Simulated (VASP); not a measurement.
# Sn (P-1) in VASP: further runs

Aim: see how the results for Sn move with the level of theory and the settings. Levels: revPBE+D3(BJ), revPBE+D4. Tasks: relaxation of cell and atoms.

Everything below comes from runs of VASP 6.6.1. Logs are shortened: lines on timing, memory, paths and dates and some standing lists are left out, and cuts for length are marked.

## Step 1: The cell of the first run

The typed cell holds 1 atom: a = 3.234 Å, b = 3.520 Å, c = 3.421 Å, α = 119.67°, β = 114.67°, γ = 94.75°.

## Step 2: Relaxation of cell and atoms, revPBE+D3(BJ)

File INCAR:

```
PREC     = Accurate       # precision mode
ENCUT    = 600            # plane-wave cutoff, eV
EDIFF    = 1E-6           # SCF threshold, eV
ISMEAR   = -1             # smearing method
SIGMA    = 0.05           # smearing width, eV
LREAL    = F              # projectors in reciprocal space
LASPH    = T              # aspherical terms in the spheres
NELM     = 60             # most SCF steps
ALGO     = Fast           # electronic algorithm
ISIF     = 3              # what is computed and relaxed
LWAVE    = F              # write WAVECAR
LCHARG   = F              # write CHGCAR
GGA      = RE             # functional
IVDW     = 12             # dispersion correction
IBRION   = 2              # ionic algorithm
NSW      = 60             # ionic steps
EDIFFG   = -0.01          # ionic threshold
```

File KPOINTS:

```
Automatic mesh
0
Gamma
  10 9 10
```

File POSCAR:

```
Sn
1.0
   -1.6664398100      1.7077874900      2.1828021800
    1.7938717800     -1.8589232500      2.3916531200
    1.6937133800      1.8854440200     -2.2975624100
Sn
1
Direct
    0.0000000000      0.0000000000      0.0000000000
```

Potentials or basis: VASP PAW PBE potentials, release 64 (Sn_d).

Started as:

```console
$ cat potpaw_PBE.64/Sn_d/POTCAR > POTCAR
$ mpirun -np 1 vasp_std > vasp.out
```

OUTCAR:

```text
PREC = Accurate
   ENCUT = 600
   EDIFF = 1E-6
   ISMEAR = -1
   LREAL = F
   LASPH = T
   NELM = 60
   ISIF = 3
   GGA = RE
   IVDW = 12
   IBRION = 2
   NSW = 60
   EDIFFG = -0.01
 IVDW          = 12

 ion  position               nearest neighbor table
   1  0.000  0.000  0.000-

  LATTYP: Found a triclinic cell.
 ALAT       =     3.4208708239
 B/A-ratio  =     2.8122095242
 C/A-ratio  =     3.1129973406
 COS(alpha) =     0.0086797856
 COS(beta)  =     0.5773722393
 COS(gamma) =     0.8173704403

  Lattice vectors:

 A1 = (  -1.6937133800,  -1.8854440200,   2.2975624100)
 A2 = (  -3.2327212200,  -0.3287922900,   9.0548198900)
 A3 = (  -5.3632776500,  -8.9472920500,  -2.1414631400)

Analysis of symmetry for initial positions (statically):
=====================================================================
 Subroutine PRICEL returns:
 Original cell was already a primitive cell.

 Routine SETGRP: Setting up the symmetry group for a
 triclinic supercell.

 Subroutine GETGRP returns: Found  2 space group operations
 (whereof  2 operations were pure point group operations)
 out of a pool of  2 trial point group operations.

The static configuration has the point symmetry S_2 .

Analysis of symmetry for dynamics (positions and initial velocities):
=====================================================================
 Subroutine PRICEL returns:
 Original cell was already a primitive cell.

 Routine SETGRP: Setting up the symmetry group for a
 triclinic supercell.

 Subroutine GETGRP returns: Found  2 space group operations
 (whereof  2 operations were pure point group operations)
 out of a pool of  2 trial point group operations.

The dynamic configuration has the point symmetry S_2 .

 Subroutine INISYM returns: Found  2 space group operations
 (whereof  2 operations are pure point group operations),
 and found     1 'primitive' translations

----------------------------------------------------------------------------------------

                                     Primitive cell

  volume of cell :      28.6090

  direct lattice vectors                    reciprocal lattice vectors
    -1.666439810  1.707787490  2.182802180    -0.008330794  0.285654880  0.228275108
     1.793871780 -1.858923250  2.391653120     0.281005731  0.004603730  0.210929304
     1.693713380  1.885444020 -2.297562410     0.284598910  0.276179056  0.001196543

  length of vectors
     3.233911735  3.520451144  3.420870824     0.365756254  0.351392354  0.396576402

  position of ions in fractional coordinates (direct lattice)
     0.000000000  0.000000000  0.000000000

  ion indices of the primitive-cell ions
   primitive index   ion index
                 1           1

----------------------------------------------------------------------------------------

 KPOINTS: Automatic mesh

Automatic generation of k-mesh.
 Grid dimensions read from file:
 generate k-points for:   10    9   10

 Generating k-lattice:

  Cartesian coordinates                     Fractional coordinates (reciprocal lattice)
    -0.000833079  0.028565488  0.022827511     0.100000000 -0.000000000  0.000000000
     0.031222859  0.000511526  0.023436589     0.000000000  0.111111111  0.000000000
     0.028459891  0.027617906  0.000119654     0.000000000 -0.000000000  0.100000000

  Length of vectors
     0.036575625  0.039043595  0.039657640

  Shift w.r.t. Gamma in fractional coordinates (k-lattice)
     0.000000000  0.000000000  0.000000000

 Subroutine IBZKPT returns following result:
 ===========================================

 Found    452 irreducible k-points:

 Following reciprocal coordinates:
            Coordinates               Weight
  0.000000  0.000000  0.000000      1.000000
  0.100000  0.000000 -0.000000      2.000000
  0.200000  0.000000 -0.000000      2.000000
  0.300000  0.000000 -0.000000      2.000000
  0.400000 -0.000000 -0.000000      2.000000
  0.500000  0.000000 -0.000000      1.000000
[... 16 lines left out ...]
 -0.400000  0.222222  0.000000      2.000000
 -0.300000  0.222222  0.000000      2.000000
 [... further k-points ...]
   k-points           NKPTS =    452   k-points in BZ     NKDIM =    452   number of bands    NBANDS=     11
   number of dos      NEDOS =    301   number of ions     NIONS =      1
   total plane-waves  NPLWV =  21952
   dimension x,y,z NGX =    28 NGY =   28 NGZ =   28
   dimension x,y,z NGXF=    56 NGYF=   56 NGZF=   56
   ions per type =               1
   NGX,Y,Z   is equivalent  to a cutoff of  14.39, 13.22, 13.61 a.u.
   NGXF,Y,Z  is equivalent  to a cutoff of  28.79, 26.44, 27.21 a.u.
 SYSTEM =  unknown system
   PREC   = accura    normal or accurate (medium, high low for compatibility)
   ISTART =      0    job   : 0-new  1-cont  2-samecut
   ICHARG =      2    charge: 1-file 2-atom 10-const
   ISPIN  =      1    spin polarized calculation?
   LNONCOLLINEAR =      F non collinear calculations
   LSORBIT =      F    spin-orbit coupling
   LASPH  =      T    aspherical Exc in radial PAW
   ENCUT  =  600.0 eV  44.10 Ry    6.64 a.u.   6.46  7.03  6.83*2*pi/ulx,y,z
   NELM   =     60;   NELMIN=  2; NELMDL= -5     # of ELM steps
   EDIFF  = 0.1E-05   stopping-criterion for ELM
   LREAL  =      F    real-space projection
   EDIFFG = -.1E-01   stopping-criterion for IOM
   NSW    =     60    number of steps for IOM
   IBRION =      2    ionic relax: 0-MD 1-quasi-New 2-CG
   NFREE  =      1    steps in history (QN), initial steepest desc. (CG)
   ISIF   =      3    stress and relaxation
   ISYM   =      2    0-nonsym 1-usesym 2-fastsym
   POTIM  = 0.5000    time-step for ionic-motion
   TEBEG  =    0.0;   TEEND  =   0.0 temperature during run
   PSTRESS=    0.0 pullay stress
   NELECT =      14.0000    total number of electrons
   NUPDOWN=      -1.0000    fix difference up-down
   EMIN   =  10.00;   EMAX   =-10.00  energy-range for DOS
   EFERMI =   0.00;   METHOD = LEGACY
   ISMEAR =    -1;   SIGMA  =   0.05  broadening in eV -4-tet -1-fermi 0-gaus
   EFERMI_NEDOS =   21; number of points for ismear=-14 and -15
   IALGO  =     68    algorithm
   IMIX   =      4    mixing-type and parameters
     AMIX     =   0.40;   BMIX     =  1.00
     AMIX_MAG =   1.60;   BMIX_MAG =  1.00
  volume/ion in A,a.u.               =      28.61       193.06
  Fermi-wavevector in a.u.,A,eV,Ry     =   1.290080  2.437897 22.644248  1.664305
  Thomas-Fermi vector in A             =   2.421933
   LORBIT       =      0    0 simple, 1 ext, 2 COOP (PROOUT), +10 PAW based schemes
   GGA     = RE    functional components
   LHFCALC =     F    Hartree Fock is set to
   AEXX    =    0.0000 exact exchange contribution
   IVDW    =    12    specifies the selected vdW correction
   LEPSILON=     F    determine dielectric tensor
   LRPA    =     F    only Hartree local field effects (RPA)
 conjugate gradient relaxation of ions
 non-spin polarized calculation
 RMM-DIIS sequential band-by-band and
  energy-cutoff  :      600.00
  volume of cell :       28.61
 maximum number of plane-waves:       974
 NGX is ok and might be reduce to    28
   NGX = 13   NGY = 15   NGZ = 13

--------------------------------------- Ionic step        1  -------------------------------------------

 number of electron      14.0000000 magnetization

 Free energy of the ion-electron system (eV)
  ---------------------------------------------------
  ext. energy  EPLUGINS =         0.00000000
  ---------------------------------------------------
  free energy    TOTEN  =        -3.46686235 eV

  energy without entropy =       -3.46219491  energy(sigma->0) =       -3.46452863

------------------------ aborting loop because EDIFF is reached ----------------------------------------

 Edisp (eV)   -0.67431

 E8    (eV) :    -0.4916

  FORCE on cell =-STRESS in cart. coord.  units (eV):
  Direction    XX          YY          ZZ          XY          YZ          ZX
  --------------------------------------------------------------------------------------
  -------------------------------------------------------------------------------------
  Total      -0.53629    -0.70550    -0.64973     0.02596     0.26615    -0.22766
  in kB     -30.03375   -39.50976   -36.38665     1.45384    14.90506   -12.74930
  external pressure =      -35.31 kB  Pullay stress =        0.00 kB
[... 94 lines left out ...]
  FREE ENERGIE OF THE ION-ELECTRON SYSTEM (eV)
  ---------------------------------------------------
  free  energy   TOTEN  =        -4.1814404432 eV

  energy  without entropy=       -4.1776905808  energy(sigma->0) =       -4.17956551

[... ionic steps 4 to 12 ...]

--------------------------------------- Ionic step       13  -------------------------------------------

 number of electron      14.0000000 magnetization

------------------------ aborting loop because EDIFF is reached ----------------------------------------

 Edisp (eV)   -0.73793

 E8    (eV) :    -0.5377
[... 67 lines left out ...]
  energy  without entropy=       -4.1885994846  energy(sigma->0) =       -4.19030862

--------------------------------------- Ionic step       15  -------------------------------------------

 number of electron      14.0000000 magnetization

 Free energy of the ion-electron system (eV)
  ---------------------------------------------------
  ext. energy  EPLUGINS =         0.00000000
  ---------------------------------------------------
  free energy    TOTEN  =        -3.45416782 eV

  energy without entropy =       -3.45078300  energy(sigma->0) =       -3.45247541

 E-fermi :   8.6797     XC(G=0): -10.4920

 val. band max:        8.6764210949   @ k =   0.3000   0.1111   0.4000
 cond. band min:       8.6817671950   @ k =  -0.4000  -0.4444   0.3000
 fundamental gap:      0.0053461001
 Fermi energy:         8.6797184615

 k-point     1 :       0.0000    0.0000    0.0000
  band No.  band energies     occupation
      1     -12.9773      2.00000
      2     -12.9441      2.00000
      3     -12.8969      2.00000
      4     -12.8951      2.00000
      5     -12.8142      2.00000
      6      -2.7147      2.00000
      7      16.5639      0.00000
      8      16.8836      0.00000
      9      16.9532      0.00000
     10      19.4583      0.00000
     11      20.5661      0.00000
[... 309 lines left out ...]
 k-point    24 :      -0.3000    0.2222    0.0000
  band No.  band energies     occupation
      1     -12.9884      2.00000
      2     -12.9189      2.00000
      3     -12.8436      2.00000
      4     -12.8401      2.00000
      5     -12.8034      2.00000
      6      -0.7503      2.00000
      7      10.9184      0.00000
      8      12.5729      0.00000
      9      13.1411      0.00000
     10      16.3022      0.00000
     11      17.0658      0.00000

 [... further k-points ...]

------------------------ aborting loop because EDIFF is reached ----------------------------------------

 Edisp (eV)   -0.73786

 E8    (eV) :    -0.5376

  FORCE on cell =-STRESS in cart. coord.  units (eV):
  Direction    XX          YY          ZZ          XY          YZ          ZX
  --------------------------------------------------------------------------------------
  -------------------------------------------------------------------------------------
  Total       0.00170     0.00711     0.00660     0.00294    -0.00101    -0.00025
  in kB       0.10418     0.43570     0.40471     0.18017    -0.06205    -0.01503
  external pressure =        0.31 kB  Pullay stress =        0.00 kB
[... 16 lines left out ...]
  FREE ENERGIE OF THE ION-ELECTRON SYSTEM (eV)
  ---------------------------------------------------
  free  energy   TOTEN  =        -4.1920300603 eV

  energy  without entropy=       -4.1886452350  energy(sigma->0) =       -4.19033765

 reached required accuracy - stopping structural energy minimisation
```

Wall time 25 min (1 thread of Intel Xeon 8259CL, shared host); peak memory 0.34 GiB.

Results:

```
Free energy                           : -4.1920 eV
Relaxed volume                        : 26.14 Å³/atom
Relaxed cell                          : a = 3.259 Å, b = 3.243 Å, c = 3.298 Å, α = 116.59°, β = 116.33°, γ = 94.81°
Space group after relaxing (to 0.1 Å) : Fmmm (No. 69)
Energy gained by relaxing             : 50.9 meV/atom
Ionic steps                           : 15
Pressure after relaxing               : 0.0 GPa
Band gap on the k mesh                : zero (bands 7 and 8 overlap by 10.11 eV)
Dispersion energy per atom            : -0.738 eV
```

Step by step:
```
step  energy change (eV)  largest force (eV/Å)  pressure (GPa)  volume (Å³)
   1              0.0000                0.0000           -3.53        28.61
   2             -0.0401                0.0000            0.47        26.07
   3             -0.0403                0.0000            0.76        25.89
   4             -0.0490                0.0000            0.75        25.89
   5             -0.0496                0.0000            0.69        25.88
   6             -0.0505                0.0000           -0.22        26.34
   7             -0.0506                0.0000           -0.29        26.24
   8             -0.0506                0.0000           -0.05        26.18
   9             -0.0506                0.0000           -0.09        26.20
  10             -0.0506                0.0000           -0.12        26.22
  11             -0.0508                0.0000           -0.08        26.18
  12             -0.0508                0.0000            0.04        26.13
  13             -0.0508                0.0000           -0.04        26.14
  14             -0.0508                0.0000            0.01        26.14
  15             -0.0509                0.0000            0.03        26.14
```

Final structure:
```yaml
crystal:
  lattice:
    - [-1.68038, 1.70990, 2.20690]
    - [1.69285, -1.68579, 2.19328]
    - [1.74468, 1.74808, -2.18632]
  atoms:
    - { symbol: Sn, position: [0.00000, 0.00000, 0.00000] }
```

Levels at points of the mesh, in eV from the Fermi level:
```
           k point  band 5  band 6  band 7  band 8  band 9  band 10
(0.00, 0.00, 0.00)  -21.49  -11.39    7.88    8.20    8.27    10.78
(0.50, 0.00, 0.00)  -21.43   -6.89   -4.84    5.26    6.80     9.57
(0.00, 0.00, 0.50)  -21.41   -5.60   -4.22    2.65    3.19     6.38
(0.50, 0.00, 0.50)  -21.43   -6.72   -4.80    4.98    6.66     9.22
```

Caveat: the PAW data sets were made with another functional, which shifts forces and pressure a little; spin-orbit coupling is left out, which moves the levels of the heavy elements.

## Step 3: Relaxation of cell and atoms, revPBE+D4

File INCAR:

```
PREC = Accurate
ENCUT = 600
EDIFF = 1E-6
ISMEAR = -1
SIGMA = 0.05
LREAL = False
LASPH = True
NELM = 60
ALGO = Fast
ISIF = 3
LWAVE = False
LCHARG = False
GGA = RE
IVDW = 13
IBRION = 2
NSW = 60
EDIFFG = -0.01
```

KPOINTS is that of step 2.

POSCAR is that of step 2.

Potentials or basis: VASP PAW PBE potentials, release 64 (Sn_d).

Started as:

```console
$ cat potpaw_PBE.64/Sn_d/POTCAR > POTCAR
$ mpirun -np 1 vasp_std > vasp.out
```

Wall time 32 min (1 thread of Intel Xeon 8259CL, shared host); peak memory 0.33 GiB.

The run converged. Its results:

* Free energy: -4.1119 eV
* Relaxed volume: 26.48 Å³/atom
* Relaxed cell: a = 3.273 Å, b = 3.259 Å, c = 3.314 Å, α = 116.64°, β = 116.36°, γ = 94.81°
* Space group after relaxing (to 0.1 Å): Fmmm (No. 69)
* Energy gained by relaxing: 41.9 meV/atom
* Ionic steps: 19
* Pressure after relaxing: 0.0 GPa
* Band gap on the k mesh: zero (bands 7 and 8 overlap by 9.97 eV)
* Dispersion energy per atom: -0.649 eV

Step by step:
```tsv
step	energy change (eV)	largest force (eV/Å)	pressure (GPa)	volume (Å³)
1	0.0000	0.0000	-2.96	28.61
2	-0.0319	0.0000	0.37	26.47
3	-0.0325	0.0000	0.78	26.20
4	-0.0404	0.0000	0.64	26.26
5	-0.0406	0.0000	0.53	26.28
6	-0.0410	0.0000	0.54	26.27
7	-0.0410	0.0000	0.52	26.27
8	-0.0416	0.0000	-0.08	26.63
9	-0.0416	0.0000	-0.33	26.67
10	-0.0416	0.0000	-0.24	26.64
11	-0.0418	0.0000	-0.16	26.47
12	-0.0407	0.0000	0.86	26.07
13	-0.0418	0.0000	0.63	26.39
14	-0.0418	0.0000	0.16	26.45
15	-0.0418	0.0000	0.11	26.46
16	-0.0418	0.0000	0.10	26.46
17	-0.0418	0.0000	0.09	26.47
18	-0.0419	0.0000	0.05	26.47
19	-0.0419	0.0000	0.03	26.48
```

Final structure:
```xyz
1
Lattice="-1.6884 1.7165 2.2165 1.6998 -1.6946 2.2038 1.7517 1.7559 -2.1977" Properties=species:S:1:pos:R:3 pbc="T T T"
Sn    0.0000    0.0000    0.0000
```

Levels at points of the mesh, in eV from the Fermi level:
```
           k point  band 4  band 5  band 6  band 7  band 8  band 9  band 10  band 11
(0.00, 0.00, 0.00)  -21.57  -21.49  -11.30    7.79    8.08    8.15    10.76    11.81
(0.50, 0.00, 0.00)  -21.47  -21.43   -6.87   -4.78    5.19    6.71     9.49    10.35
(0.00, 0.00, 0.50)  -21.45  -21.41   -5.60   -4.16    2.62    3.16     6.32     6.47
(0.50, 0.00, 0.50)  -21.46  -21.43   -6.70   -4.73    4.93    6.58     9.16    10.31
```

Caveat: the PAW data sets were made with another functional, which shifts forces and pressure a little; spin-orbit coupling is left out, which moves the levels of the heavy elements.

The gap in the log of VASP goes by the Fermi energy; the results here count the filled bands.